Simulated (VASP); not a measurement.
# Sn (P-1) in VASP: single point with revpbe exchange, lda correlation

Aim: the single point of Sn with revpbe exchange, lda correlation.

Everything below comes from runs of VASP 6.6.1. Logs are shortened: lines on timing, memory, paths and dates and some standing lists are left out, and cuts for length are marked.

## Step 1: The cell of the first run

The typed cell holds 2 atoms: a = 4.573 Å, b = 4.573 Å, c = 4.573 Å, α = 60.00°, β = 60.00°, γ = 60.00°.

## Step 2: Single point, revpbe exchange, lda correlation

Input file INCAR:

```
  PREC = Accurate
  ENCUT = 500
  EDIFF = 1E-6
  ISMEAR = -5
  SIGMA = 0.05
  LREAL = F
  LASPH = T
  NELM = 120
  ALGO = Normal
  ISIF = 2
  LWAVE = F
  LCHARG = F
  GGA = LIBXC
  LIBXC1 = GGA_X_PBE_R
  LIBXC2 = LDA_C_PW
  NBANDS = 21
  GGA_COMPAT = F
```

Input file KPOINTS:

```
regular mesh
0
Gamma
  7 7 7
```

Input file POSCAR:

```
Sn
1.0
    0.0000000000      3.2333428000      3.2333428000
    3.2333428000      0.0000000000      3.2333428000
    3.2333428000      3.2333428000      0.0000000000
Sn
2
Direct
    0.7135420000      0.7944740000      0.7351350000
    0.5254120000      0.5278630000      0.4663770000
```

Potentials or basis: VASP PAW PBE potentials, release 64 (Sn_d).

The run is started by

```console
$ cat potpaw_PBE.64/Sn_d/POTCAR > POTCAR
$ mpirun -np 1 vasp_std > vasp.out
```

OUTCAR:

```text
PREC = Accurate
   ENCUT = 500
   EDIFF = 1E-6
   ISMEAR = -5
   LREAL = F
   LASPH = T
   NELM = 120
   ISIF = 2
   GGA = LIBXC

 ion  position               nearest neighbor table
   1  0.714  0.794  0.735-   2 2.71   2 2.74   2 2.75   2 3.03
   2  0.525  0.528  0.466-   1 2.71   1 2.74   1 2.75   1 3.03

  LATTYP: Found a face centered cubic cell.
 ALAT       =     6.4666856000

  Lattice vectors:

 A1 = (   0.0000000000,   3.2333428000,   3.2333428000)
 A2 = (   3.2333428000,   0.0000000000,   3.2333428000)
 A3 = (   3.2333428000,   3.2333428000,   0.0000000000)

Analysis of symmetry for initial positions (statically):
=====================================================================
 Subroutine PRICEL returns:
 Original cell was already a primitive cell.

 Routine SETGRP: Setting up the symmetry group for a
 face centered cubic supercell.

 Subroutine GETGRP returns: Found  2 space group operations
 (whereof  1 operations were pure point group operations)
 out of a pool of 48 trial point group operations.

The static configuration has the point symmetry C_1 .
 The point group associated with its full space group is S_2 .

Analysis of symmetry for dynamics (positions and initial velocities):
=====================================================================
 Subroutine PRICEL returns:
 Original cell was already a primitive cell.

 Routine SETGRP: Setting up the symmetry group for a
 face centered cubic supercell.

 Subroutine GETGRP returns: Found  2 space group operations
 (whereof  1 operations were pure point group operations)
 out of a pool of 48 trial point group operations.

The dynamic configuration has the point symmetry C_1 .
 The point group associated with its full space group is S_2 .

 Subroutine INISYM returns: Found  2 space group operations
 (whereof  1 operations are pure point group operations),
 and found     1 'primitive' translations

----------------------------------------------------------------------------------------

                                     Primitive cell

  volume of cell :      67.6060

  direct lattice vectors                    reciprocal lattice vectors
     0.000000000  3.233342800  3.233342800    -0.154638723  0.154638723  0.154638723
     3.233342800  0.000000000  3.233342800     0.154638723 -0.154638723  0.154638723
     3.233342800  3.233342800  0.000000000     0.154638723  0.154638723 -0.154638723

  length of vectors
     4.572637240  4.572637240  4.572637240     0.267842124  0.267842124  0.267842124

  position of ions in fractional coordinates (direct lattice)
     0.713542000  0.794474000  0.735135000
     0.525412000  0.527863000  0.466377000

  ion indices of the primitive-cell ions
   primitive index   ion index
                 1           1
                 2           2

----------------------------------------------------------------------------------------

 KPOINTS: regular mesh

Automatic generation of k-mesh.
 Grid dimensions read from file:
 generate k-points for:    7    7    7

 Generating k-lattice:

  Cartesian coordinates                     Fractional coordinates (reciprocal lattice)
    -0.022091246  0.022091246  0.022091246     0.142857143  0.000000000  0.000000000
     0.022091246 -0.022091246  0.022091246     0.000000000  0.142857143  0.000000000
     0.022091246  0.022091246 -0.022091246     0.000000000  0.000000000  0.142857143

  Length of vectors
     0.038263161  0.038263161  0.038263161

  Shift w.r.t. Gamma in fractional coordinates (k-lattice)
     0.000000000  0.000000000  0.000000000

 TETIRR: Found   1026 inequivalent tetrahedra from     2058

 Subroutine IBZKPT returns following result:
 ===========================================

 Found    172 irreducible k-points:

 Following reciprocal coordinates:
            Coordinates               Weight
  0.000000  0.000000  0.000000      1.000000
  0.142857  0.000000  0.000000      2.000000
  0.000000  0.142857  0.000000      2.000000
  0.000000  0.000000  0.142857      2.000000
  0.142857  0.142857  0.142857      2.000000
  0.285714  0.000000  0.000000      2.000000
[... 16 lines left out ...]
  0.142857 -0.142857 -0.142857      2.000000
  0.285714  0.285714  0.142857      2.000000
 [... further k-points ...]
   k-points           NKPTS =    172   k-points in BZ     NKDIM =    172   number of bands    NBANDS=     21
   number of dos      NEDOS =    301   number of ions     NIONS =      2
   total plane-waves  NPLWV =  46656
   dimension x,y,z NGX =    36 NGY =   36 NGZ =   36
   dimension x,y,z NGXF=    72 NGYF=   72 NGZF=   72
   ions per type =               2
   NGX,Y,Z   is equivalent  to a cutoff of  13.09, 13.09, 13.09 a.u.
   NGXF,Y,Z  is equivalent  to a cutoff of  26.18, 26.18, 26.18 a.u.
 SYSTEM =  unknown system
   PREC   = accura    normal or accurate (medium, high low for compatibility)
   ISTART =      0    job   : 0-new  1-cont  2-samecut
   ICHARG =      2    charge: 1-file 2-atom 10-const
   ISPIN  =      1    spin polarized calculation?
   LNONCOLLINEAR =      F non collinear calculations
   LSORBIT =      F    spin-orbit coupling
   LASPH  =      T    aspherical Exc in radial PAW
   ENCUT  =  500.0 eV  36.75 Ry    6.06 a.u.   8.34  8.34  8.34*2*pi/ulx,y,z
   NELM   =    120;   NELMIN=  2; NELMDL= -5     # of ELM steps
   EDIFF  = 0.1E-05   stopping-criterion for ELM
   LREAL  =      F    real-space projection
   EDIFFG = 0.1E-04   stopping-criterion for IOM
   NSW    =      0    number of steps for IOM
   IBRION =     -1    ionic relax: 0-MD 1-quasi-New 2-CG
   NFREE  =      0    steps in history (QN), initial steepest desc. (CG)
   ISIF   =      2    stress and relaxation
   ISYM   =      2    0-nonsym 1-usesym 2-fastsym
   POTIM  = 0.5000    time-step for ionic-motion
   TEBEG  =    0.0;   TEEND  =   0.0 temperature during run
   PSTRESS=    0.0 pullay stress
   NELECT =      28.0000    total number of electrons
   NUPDOWN=      -1.0000    fix difference up-down
   EMIN   =  10.00;   EMAX   =-10.00  energy-range for DOS
   EFERMI =   0.00;   METHOD = LEGACY
   ISMEAR =    -5;   SIGMA  =   0.05  broadening in eV -4-tet -1-fermi 0-gaus
   EFERMI_NEDOS =   21; number of points for ismear=-14 and -15
   IALGO  =     38    algorithm
   IMIX   =      4    mixing-type and parameters
     AMIX     =   0.40;   BMIX     =  1.00
     AMIX_MAG =   1.60;   BMIX_MAG =  1.00
  volume/ion in A,a.u.               =      33.80       228.11
  Fermi-wavevector in a.u.,A,eV,Ry     =   1.220298  2.306028 20.260793  1.489126
  Thomas-Fermi vector in A             =   2.355520
   LORBIT       =      0    0 simple, 1 ext, 2 COOP (PROOUT), +10 PAW based schemes
   GGA     = LIBXC    functional components
   LHFCALC =     F    Hartree Fock is set to
   AEXX    =    0.0000 exact exchange contribution
   IVDW    =     0    specifies the selected vdW correction
   LEPSILON=     F    determine dielectric tensor
   LRPA    =     F    only Hartree local field effects (RPA)
 non-spin polarized calculation
 Fermi weights with tetrahedron method with Bloechl corrections
  energy-cutoff  :      500.00
  volume of cell :       67.61
 maximum number of plane-waves:      1759
 NGX is ok and might be reduce to    36
   NGX = 17   NGY = 17   NGZ = 17

 number of electron      27.9999999 magnetization

 Free energy of the ion-electron system (eV)
  ---------------------------------------------------
  ext. energy  EPLUGINS =         0.00000000
  ---------------------------------------------------
  free energy    TOTEN  =        -5.05281082 eV

  energy without entropy =       -5.05281082  energy(sigma->0) =       -5.05281082

 E-fermi :   6.0167     XC(G=0):  -8.5136

 val. band max:        6.1574103749   @ k =   0.0000   0.0000   0.1429
 cond. band min:       5.7134715674   @ k =   0.2857   0.0000   0.0000
 fundamental gap:     -0.4439388075
 Fermi energy:         6.0166921212

 k-point     1 :       0.0000    0.0000    0.0000
  band No.  band energies     occupation
      1     -16.0728      2.00000
      2     -16.0547      2.00000
      3     -15.9967      2.00000
      4     -15.9777      2.00000
      5     -15.9739      2.00000
      6     -15.6701      2.00000
[... 13 lines left out ...]
     20      14.0227      0.00000
     21      14.0284      0.00000

 k-point     2 :       0.1429    0.0000    0.0000
  band No.  band energies     occupation
      1     -16.0752      2.00000
      2     -16.0573      2.00000
      3     -15.9815      2.00000
      4     -15.9701      2.00000
      5     -15.9663      2.00000
      6     -15.6865      2.00000
[... 13 lines left out ...]
     20      13.2994      0.00000
     21      13.3024      0.00000

 k-point     3 :       0.0000    0.1429    0.0000
  band No.  band energies     occupation
      1     -16.0919      2.00000
      2     -16.0662      2.00000
      3     -16.0073      2.00000
      4     -15.9567      2.00000
      5     -15.9492      2.00000
      6     -15.6935      2.00000
[... 13 lines left out ...]
     20      13.1284      0.00000
     21      13.1909      0.00000

 k-point     4 :       0.0000    0.0000    0.1429
  band No.  band energies     occupation
      1     -16.0920      2.00000
      2     -16.0671      2.00000
      3     -16.0090      2.00000
      4     -15.9550      2.00000
      5     -15.9485      2.00000
      6     -15.6947      2.00000
[... 13 lines left out ...]
     20      13.1242      0.00000
     21      13.1846      0.00000

 k-point     5 :       0.1429    0.1429    0.1429
  band No.  band energies     occupation
      1     -16.0839      2.00000
      2     -16.0797      2.00000
      3     -16.0142      2.00000
      4     -15.9492      2.00000
      5     -15.9459      2.00000
      6     -15.6983      2.00000
[... 13 lines left out ...]
     20      13.1103      0.00000
     21      13.1597      0.00000

 k-point     6 :       0.2857    0.0000    0.0000
  band No.  band energies     occupation
      1     -16.0789      2.00000
      2     -16.0611      2.00000
      3     -15.9553      2.00000
      4     -15.9515      2.00000
      5     -15.9381      2.00000
      6     -15.7337      2.00000
[... 13 lines left out ...]
     20      13.4071      0.00000
     21      13.4339      0.00000

 k-point     7 :       0.0000    0.2857    0.0000
  band No.  band energies     occupation
      1     -16.1200      2.00000
      2     -16.0770      2.00000
      3     -16.0252      2.00000
      4     -15.9321      2.00000
      5     -15.9112      2.00000
      6     -15.7273      2.00000
[... 13 lines left out ...]
     20      12.9363      0.00000
     21      13.2799      0.00000
[... 291 lines left out ...]
      1     -16.1228      2.00000
      2     -16.0673      2.00000
      3     -16.0119      2.00000
      4     -15.9331      2.00000
      5     -15.9074      2.00000
      6     -15.7470      2.00000
[... 13 lines left out ...]
     20      13.7707      0.00000
     21      14.1874      0.00000

 k-point    21 :       0.2857    0.1429    0.2857
  band No.  band energies     occupation
      1     -16.1157      2.00000
      2     -16.0871      2.00000
      3     -16.0180      2.00000
      4     -15.9258      2.00000
      5     -15.8988      2.00000
      6     -15.7536      2.00000
[... 13 lines left out ...]
     20      13.7563      0.00000
     21      14.1405      0.00000

 k-point    22 :       0.1429    0.2857    0.0000
  band No.  band energies     occupation
      1     -16.1168      2.00000
      2     -16.0784      2.00000
      3     -16.0351      2.00000
      4     -15.9311      2.00000
      5     -15.8972      2.00000
      6     -15.7542      2.00000
[... 13 lines left out ...]
     20      13.5399      0.00000
     21      13.8855      0.00000

 k-point    23 :       0.1429   -0.1429   -0.1429
  band No.  band energies     occupation
      1     -16.0985      2.00000
      2     -16.0765      2.00000
      3     -15.9760      2.00000
      4     -15.9392      2.00000
      5     -15.9121      2.00000
      6     -15.7559      2.00000
[... 13 lines left out ...]
     20      13.6283      0.00000
     21      14.3941      0.00000

 k-point    24 :       0.2857    0.2857    0.1429
  band No.  band energies     occupation
      1     -16.1170      2.00000
      2     -16.0826      2.00000
      3     -16.0177      2.00000
      4     -15.9276      2.00000
      5     -15.9002      2.00000
      6     -15.7522      2.00000
[... 13 lines left out ...]
     20      13.7649      0.00000
     21      14.1442      0.00000

 [... further k-points ...]

------------------------ aborting loop because EDIFF is reached ----------------------------------------

  FORCE on cell =-STRESS in cart. coord.  units (eV):
  Direction    XX          YY          ZZ          XY          YZ          ZX
  --------------------------------------------------------------------------------------
  -------------------------------------------------------------------------------------
  Total        4.1064975      4.0243189      3.9991747      1.3326416     -0.9072306      1.2438209
  in kB       97.3188327     95.3713052     94.7754182     31.5819320    -21.5002265     29.4769924
  external PRESSURE =      95.8218520 kB  Pullay stress =       0.0000000 kB

 VOLUME and BASIS-vectors are now :
 -----------------------------------------------------------------------------
  energy-cutoff  :      500.00
  volume of cell :       67.61
      direct lattice vectors                 reciprocal lattice vectors
     0.000000000  3.233342800  3.233342800    -0.154638723  0.154638723  0.154638723
     3.233342800  0.000000000  3.233342800     0.154638723 -0.154638723  0.154638723
     3.233342800  3.233342800  0.000000000     0.154638723  0.154638723 -0.154638723

 POSITION                                       TOTAL-FORCE (eV/Angst)
 -----------------------------------------------------------------------------------
      4.94575      4.68407      4.87593        -0.634190      0.936197      1.013833
      3.21472      3.20679      3.40560         0.634190     -0.936197     -1.013833
 -----------------------------------------------------------------------------------
    total drift:                                0.000012     -0.000022      0.000028

  FREE ENERGIE OF THE ION-ELECTRON SYSTEM (eV)
  ---------------------------------------------------
  free  energy   TOTEN  =        -5.0528108170 eV

  energy  without entropy=       -5.0528108170  energy(sigma->0) =       -5.05281082
```

It took 3.2 min on 1 thread of Intel Xeon Platinum 8488C (Sapphire Rapids), shared host; peak memory 0.34 GiB.

What came out:

```yaml
Free_energy: -5.0528 eV
Pressure: 9.6 GPa
Largest_force: 1.519 eV/Å
Band_gap_on_the_k_mesh: zero (bands 14 and 15 overlap by 0.68 eV)
```

Forces in eV/Å, atoms in the order of the input:
```
Sn  -0.634  0.936  1.014
Sn   0.634 -0.936 -1.014
```

Stress tensor (GPa, compression positive):
```
 9.73  3.16  2.95
 3.16  9.54 -2.15
 2.95 -2.15  9.48
```

Caveat: the cell stands under pressure; the PAW data sets were made with another functional, which shifts forces and pressure a little; spin-orbit coupling is left out, which moves the levels of the heavy elements; tetrahedron occupations give inexact forces and stress in metals.
